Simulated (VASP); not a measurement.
# SrCl2 (Fm-3m) in VASP: notebook

Runs on SrCl2. Level: r2SCAN. Tasks: single point.

Everything below comes from runs of VASP 6.6.1. Logs are shortened: lines on timing, memory, paths and dates and some standing lists are left out, and cuts for length are marked.

**1. The cell of the first run**

The structure is cubic, space group Fm-3m (No. 225). Conventional cell: a = 6.925 Å, b = 6.925 Å, c = 6.925 Å, α = 90.00°, β = 90.00°, γ = 90.00°. Within 3.9 Å of Sr (site symmetry m-3m) lie 8 Cl at 3.00 Å. Within 3.9 Å of Cl (site symmetry -43m) lie 4 Sr at 3.00 Å and 6 Cl at 3.46 Å.

**2. Single point, r2SCAN (27.67 Å³/atom)**

The input, POSCAR:

```
SrCl2
1.0
    0.0000000000      3.4623187194      3.4623187194
    3.4623187194      0.0000000000      3.4623187194
    3.4623187194      3.4623187194      0.0000000000
Sr Cl
1 2
Direct
    0.0000000000      0.0000000000      0.0000000000
    0.2500000000      0.2500000000      0.2500000000
    0.7500000000      0.7500000000      0.7500000000
```

The input, INCAR.step1:

```
SYSTEM = SrCl2
  PREC = Accurate
  ENCUT = 520
  ISMEAR = 0
  SIGMA = 0.01
  LREAL = .False.
  LASPH = .True.
  NELM = 100
  NBANDS = 19
  GGA = PE
  ALGO = Normal
  EDIFF = 1E-4
  LWAVE = .True.
  LCHARG = .False.
```

The input, INCAR.step2:

```
SYSTEM = SrCl2
  PREC = Accurate
  ENCUT = 520
  EDIFF = 1E-6
  ISMEAR = 0
  SIGMA = 0.01
  LREAL = .False.
  LASPH = .True.
  NELM = 100
  ALGO = Normal
  ISIF = 2
  LWAVE = .False.
  LCHARG = .True.
  METAGGA = R2SCAN
  LMIXTAU = .True.
  LELF = .True.
  LVHAR = .True.
  NBANDS = 19
  ISTART = 1
```

The input, KPOINTS:

```
regular mesh
0
Gamma
  6 6 6
  0 0 0
```

Potentials or basis: VASP PAW PBE potentials, release 64 (Sr_sv, Cl).

Run with:

```console
> cat potpaw_PBE.64/Sr_sv/POTCAR potpaw_PBE.64/Cl/POTCAR > POTCAR
> cp INCAR.step1 INCAR
> mpirun -np 1 vasp_std > vasp.out
> cp INCAR.step2 INCAR
> mpirun -np 1 vasp_std > vasp.out
```

OUTCAR:

```text
SYSTEM = SrCl2
   PREC = Accurate
   ENCUT = 520
   EDIFF = 1E-6
   ISMEAR = 0
   LREAL = .False.
   LASPH = .True.
   NELM = 100
   ISIF = 2
   METAGGA = R2SCAN
   ISTART = 1

 ion  position               nearest neighbor table
   1  0.000  0.000  0.000-   2 3.00   3 3.00   3 3.00   3 3.00   3 3.00   2 3.00   2 3.00   2 3.00

   2  0.250  0.250  0.250-   1 3.00   1 3.00   1 3.00   1 3.00
   3  0.750  0.750  0.750-   1 3.00   1 3.00   1 3.00   1 3.00

  LATTYP: Found a face centered cubic cell.
 ALAT       =     6.9246374388

  Lattice vectors:

 A1 = (   0.0000000000,   3.4623187194,   3.4623187194)
 A2 = (   3.4623187194,   0.0000000000,   3.4623187194)
 A3 = (   3.4623187194,   3.4623187194,   0.0000000000)

Analysis of symmetry for initial positions (statically):
=====================================================================
 Subroutine PRICEL returns:
 Original cell was already a primitive cell.

 Routine SETGRP: Setting up the symmetry group for a
 face centered cubic supercell.

 Subroutine GETGRP returns: Found 48 space group operations
 (whereof 48 operations were pure point group operations)
 out of a pool of 48 trial point group operations.

The static configuration has the point symmetry O_h .

Analysis of symmetry for dynamics (positions and initial velocities):
=====================================================================
 Subroutine PRICEL returns:
 Original cell was already a primitive cell.

 Routine SETGRP: Setting up the symmetry group for a
 face centered cubic supercell.

 Subroutine GETGRP returns: Found 48 space group operations
 (whereof 48 operations were pure point group operations)
 out of a pool of 48 trial point group operations.

The dynamic configuration has the point symmetry O_h .

 Subroutine INISYM returns: Found 48 space group operations
 (whereof 48 operations are pure point group operations),
 and found     1 'primitive' translations

----------------------------------------------------------------------------------------

                                     Primitive cell

  volume of cell :      83.0101

  direct lattice vectors                    reciprocal lattice vectors
     0.000000000  3.462318719  3.462318719    -0.144411893  0.144411893  0.144411893
     3.462318719  0.000000000  3.462318719     0.144411893 -0.144411893  0.144411893
     3.462318719  3.462318719  0.000000000     0.144411893  0.144411893 -0.144411893

  length of vectors
     4.896458090  4.896458090  4.896458090     0.250128736  0.250128736  0.250128736

  position of ions in fractional coordinates (direct lattice)
     0.000000000  0.000000000  0.000000000
     0.250000000  0.250000000  0.250000000
     0.750000000  0.750000000  0.750000000

  ion indices of the primitive-cell ions
   primitive index   ion index
                 1           1
                 2           2
                 3           3

----------------------------------------------------------------------------------------

 KPOINTS: regular mesh

Automatic generation of k-mesh.
 Grid dimensions read from file:
 generate k-points for:    6    6    6

 Generating k-lattice:

  Cartesian coordinates                     Fractional coordinates (reciprocal lattice)
    -0.024068649  0.024068649  0.024068649     0.166666667  0.000000000  0.000000000
     0.024068649 -0.024068649  0.024068649     0.000000000  0.166666667  0.000000000
     0.024068649  0.024068649 -0.024068649     0.000000000  0.000000000  0.166666667

  Length of vectors
     0.041688123  0.041688123  0.041688123

  Shift w.r.t. Gamma in fractional coordinates (k-lattice)
     0.000000000  0.000000000  0.000000000

 Subroutine IBZKPT returns following result:
 ===========================================

 Found     16 irreducible k-points:

 Following reciprocal coordinates:
            Coordinates               Weight
  0.000000  0.000000  0.000000      1.000000
  0.166667  0.000000  0.000000      8.000000
  0.333333  0.000000  0.000000      8.000000
  0.500000  0.000000  0.000000      4.000000
  0.166667  0.166667  0.000000      6.000000
  0.333333  0.166667  0.000000     24.000000
[... 8 lines left out ...]
 -0.333333  0.333333  0.166667     24.000000
 -0.333333  0.500000  0.166667     12.000000
   k-points           NKPTS =     16   k-points in BZ     NKDIM =     16   number of bands    NBANDS=     19
   number of dos      NEDOS =    301   number of ions     NIONS =      3
   total plane-waves  NPLWV =  46656
   dimension x,y,z NGX =    36 NGY =   36 NGZ =   36
   dimension x,y,z NGXF=    72 NGYF=   72 NGZF=   72
   ions per type =               1   2
   NGX,Y,Z   is equivalent  to a cutoff of  12.22, 12.22, 12.22 a.u.
   NGXF,Y,Z  is equivalent  to a cutoff of  24.45, 24.45, 24.45 a.u.
 SYSTEM =  SrCl2
   PREC   = accura    normal or accurate (medium, high low for compatibility)
   ISTART =      1    job   : 0-new  1-cont  2-samecut
   ICHARG =      0    charge: 1-file 2-atom 10-const
   ISPIN  =      1    spin polarized calculation?
   LNONCOLLINEAR =      F non collinear calculations
   LSORBIT =      F    spin-orbit coupling
   LASPH  =      T    aspherical Exc in radial PAW
   ENCUT  =  520.0 eV  38.22 Ry    6.18 a.u.   9.10  9.10  9.10*2*pi/ulx,y,z
   NELM   =    100;   NELMIN=  2; NELMDL=  0     # of ELM steps
   EDIFF  = 0.1E-05   stopping-criterion for ELM
   LREAL  =      F    real-space projection
   EDIFFG = 0.1E-04   stopping-criterion for IOM
   NSW    =      0    number of steps for IOM
   IBRION =     -1    ionic relax: 0-MD 1-quasi-New 2-CG
   NFREE  =      0    steps in history (QN), initial steepest desc. (CG)
   ISIF   =      2    stress and relaxation
   ISYM   =      2    0-nonsym 1-usesym 2-fastsym
   POTIM  = 0.5000    time-step for ionic-motion
   TEBEG  =    0.0;   TEEND  =   0.0 temperature during run
   PSTRESS=    0.0 pullay stress
   NELECT =      24.0000    total number of electrons
   NUPDOWN=      -1.0000    fix difference up-down
   EMIN   =  10.00;   EMAX   =-10.00  energy-range for DOS
   EFERMI =   0.00;   METHOD = LEGACY
   ISMEAR =     0;   SIGMA  =   0.01  broadening in eV -4-tet -1-fermi 0-gaus
   EFERMI_NEDOS =   21; number of points for ismear=-14 and -15
   IALGO  =     38    algorithm
   IMIX   =      4    mixing-type and parameters
     AMIX     =   0.40;   BMIX     =  1.00
     AMIX_MAG =   1.60;   BMIX_MAG =  1.00
  volume/ion in A,a.u.               =      27.67       186.73
  Fermi-wavevector in a.u.,A,eV,Ry     =   1.082517  2.045661 15.943903  1.171844
  Thomas-Fermi vector in A             =   2.218561
   LORBIT       =      0    0 simple, 1 ext, 2 COOP (PROOUT), +10 PAW based schemes
   METAGGA = R2SCAN    functional components
   LHFCALC =     F    Hartree Fock is set to
   AEXX    =    0.0000 exact exchange contribution
   IVDW    =     0    specifies the selected vdW correction
   LEPSILON=     F    determine dielectric tensor
   LRPA    =     F    only Hartree local field effects (RPA)
 non-spin polarized calculation
 Gauss-broadening in eV      SIGMA  =   0.01
  energy-cutoff  :      520.00
  volume of cell :       83.01
 maximum number of plane-waves:      2252
   NGX = 19   NGY = 19   NGZ = 19

 number of electron      24.0000003 magnetization

 Free energy of the ion-electron system (eV)
  ---------------------------------------------------
  ext. energy  EPLUGINS =         0.00000000
  ---------------------------------------------------
  free energy    TOTEN  =       -35.68570352 eV

  energy without entropy =      -35.68570352  energy(sigma->0) =      -35.68570352

 E-fermi :   0.0543     XC(G=0):  -8.8723

 val. band max:       -0.0702109061   @ k =   0.5000   0.5000   0.0000
 cond. band min:       5.9067344471   @ k =   0.5000   0.5000   0.0000
 fundamental gap:      5.9769453532
 Fermi energy:         0.0543287432

 k-point     1 :       0.0000    0.0000    0.0000
  band No.  band energies     occupation
      1     -33.9476      2.00000
      2     -15.3276      2.00000
      3     -15.3276      2.00000
      4     -15.3276      2.00000
      5     -14.0307      2.00000
      6     -13.1082      2.00000
[... 11 lines left out ...]
     18       9.5926      0.00000
     19      10.1322      0.00000

 k-point     2 :       0.1667    0.0000    0.0000
  band No.  band energies     occupation
      1     -33.9466      2.00000
      2     -15.4463      2.00000
      3     -15.3315      2.00000
      4     -15.3315      2.00000
      5     -13.8462      2.00000
      6     -13.1692      2.00000
[... 11 lines left out ...]
     18       9.4180      0.00000
     19      10.5755      0.00000

 k-point     3 :       0.3333    0.0000    0.0000
  band No.  band energies     occupation
      1     -33.9447      2.00000
      2     -15.6188      2.00000
      3     -15.3392      2.00000
      4     -15.3392      2.00000
      5     -13.6170      2.00000
      6     -13.2055      2.00000
[... 11 lines left out ...]
     18       9.3149      0.00000
     19       9.8156      0.00000

 k-point     4 :       0.5000    0.0000    0.0000
  band No.  band energies     occupation
      1     -33.9437      2.00000
      2     -15.6863      2.00000
      3     -15.3430      2.00000
      4     -15.3430      2.00000
      5     -13.6011      2.00000
      6     -13.1382      2.00000
[... 231 lines left out ...]
     18       9.5479      0.00000
     19      10.5467      0.00000

 k-point    15 :      -0.3333    0.3333    0.1667
  band No.  band energies     occupation
      1     -33.9428      2.00000
      2     -15.6105      2.00000
      3     -15.5280      2.00000
      4     -15.3571      2.00000
      5     -13.3521      2.00000
      6     -13.2417      2.00000
[... 11 lines left out ...]
     18      10.1095      0.00000
     19      10.4403      0.00000

 k-point    16 :      -0.3333    0.5000    0.1667
  band No.  band energies     occupation
      1     -33.9424      2.00000
      2     -15.6769      2.00000
      3     -15.4779      2.00000
      4     -15.3647      2.00000
      5     -13.3538      2.00000
      6     -13.2080      2.00000
[... 11 lines left out ...]
     18      10.5060      0.00000
     19      10.8277      0.00000

------------------------ aborting loop because EDIFF is reached ----------------------------------------

  FORCE on cell =-STRESS in cart. coord.  units (eV):
  Direction    XX          YY          ZZ          XY          YZ          ZX
  --------------------------------------------------------------------------------------
  -------------------------------------------------------------------------------------
  Total        0.6564451      0.6564451      0.6564451      0.0000000     -0.0000000      0.0000000
  in kB       12.6700362     12.6700362     12.6700362      0.0000000     -0.0000000      0.0000000
  external PRESSURE =      12.6700362 kB  Pullay stress =       0.0000000 kB

 VOLUME and BASIS-vectors are now :
 -----------------------------------------------------------------------------
  energy-cutoff  :      520.00
  volume of cell :       83.01
      direct lattice vectors                 reciprocal lattice vectors
     0.000000000  3.462318719  3.462318719    -0.144411893  0.144411893  0.144411893
     3.462318719  0.000000000  3.462318719     0.144411893 -0.144411893  0.144411893
     3.462318719  3.462318719  0.000000000     0.144411893  0.144411893 -0.144411893

 POSITION                                       TOTAL-FORCE (eV/Angst)
 -----------------------------------------------------------------------------------
      0.00000      0.00000      0.00000         0.000000      0.000000      0.000000
      1.73116      1.73116      1.73116         0.000000      0.000000      0.000000
      5.19348      5.19348      5.19348        -0.000000     -0.000000     -0.000000
 -----------------------------------------------------------------------------------
    total drift:                                0.000000      0.000000      0.000000

  FREE ENERGIE OF THE ION-ELECTRON SYSTEM (eV)
  ---------------------------------------------------
  free  energy   TOTEN  =       -35.6857035178 eV

  energy  without entropy=      -35.6857035178  energy(sigma->0) =      -35.68570352
```

It took 1.9 min on 1 thread of Intel Xeon 8259CL, shared host; peak memory 0.23 GiB.

Results:

- Free energy: -35.6857 eV
- Pressure: 1.3 GPa
- Band gap on the k mesh: 5.98 eV

Caveat: the PAW data sets were made with another functional, which shifts forces and pressure a little. r2SCAN opens gaps a little over a GGA but as a rule still falls short of measured ones.

**3. Single point, r2SCAN**

This run uses another cell than the first one, of 28.53 Å³/atom.

The input, POSCAR:

```
SrCl2
1.0
    0.0000000000      3.4976509425      3.4976509425
    3.4976509425      0.0000000000      3.4976509425
    3.4976509425      3.4976509425      0.0000000000
Sr Cl
1 2
Direct
    0.0000000000      0.0000000000      0.0000000000
    0.2500000000      0.2500000000      0.2500000000
    0.7500000000      0.7500000000      0.7500000000
```

The input, INCAR.step1:

```
PREC     = Accurate       # precision mode
ENCUT    = 520            # plane-wave cutoff, eV
ISMEAR   = 0              # smearing method
SIGMA    = 0.01           # smearing width, eV
LREAL    = F              # projectors in reciprocal space
LASPH    = T              # aspherical terms in the spheres
NELM     = 60             # most SCF steps
NBANDS   = 19             # bands
GGA      = PE             # functional
ALGO     = Normal         # electronic algorithm
EDIFF    = 1E-4           # SCF threshold, eV
LWAVE    = T              # write WAVECAR
LCHARG   = F              # write CHGCAR
```

The input, INCAR.step2:

```
PREC     = Accurate       # precision mode
ENCUT    = 520            # plane-wave cutoff, eV
EDIFF    = 1E-6           # SCF threshold, eV
ISMEAR   = 0              # smearing method
SIGMA    = 0.01           # smearing width, eV
LREAL    = F              # projectors in reciprocal space
LASPH    = T              # aspherical terms in the spheres
NELM     = 60             # most SCF steps
ALGO     = Normal         # electronic algorithm
ISIF     = 2              # what is computed and relaxed
LWAVE    = F              # write WAVECAR
LCHARG   = F              # write CHGCAR
METAGGA  = R2SCAN         # meta-GGA
LMIXTAU  = T            
NBANDS   = 19             # bands
ISTART   = 1
```

The input, KPOINTS:

```
regular mesh
0
Gamma
  6 6 6
```

Potentials or basis: VASP PAW PBE potentials, release 64 (Sr_sv, Cl).

Run with:

```console
> cat potpaw_PBE.64/Sr_sv/POTCAR potpaw_PBE.64/Cl/POTCAR > POTCAR
> cp INCAR.step1 INCAR
> mpirun -np 1 vasp_std > vasp.out
> cp INCAR.step2 INCAR
> mpirun -np 1 vasp_std > vasp.out
```

Wall time 2.6 min (1 thread of Intel Xeon 8259CL, shared host); peak memory 0.26 GiB.

The run converged. Its results:

* Free energy: -35.6970 eV
* Pressure: 0.0 GPa
* Band gap on the k mesh: 5.94 eV (least direct gap 5.99 eV)

Levels at points of the mesh, in eV from the valence-band top:
```tsv
k point	band 8	band 9	band 10	band 11	band 12	band 13	band 14	band 15	band 16	band 17
(0.00, 0.00, 0.00)	-2.12	-2.12	-0.35	-0.35	-0.35	5.94	6.69	6.69	9.61	9.61
(0.50, 0.00, 0.00)	-1.56	-1.47	-1.33	-1.06	-1.06	7.29	7.29	8.22	8.23	9.31
(0.50, 0.50, 0.00)	-1.90	-1.90	-0.39	-0.39	0.00	5.99	7.77	8.20	8.68	8.68
```

Caveat: the PAW data sets were made with another functional, which shifts forces and pressure a little. A k mesh can miss the band edges.

(Continued in part 2 of 2.)
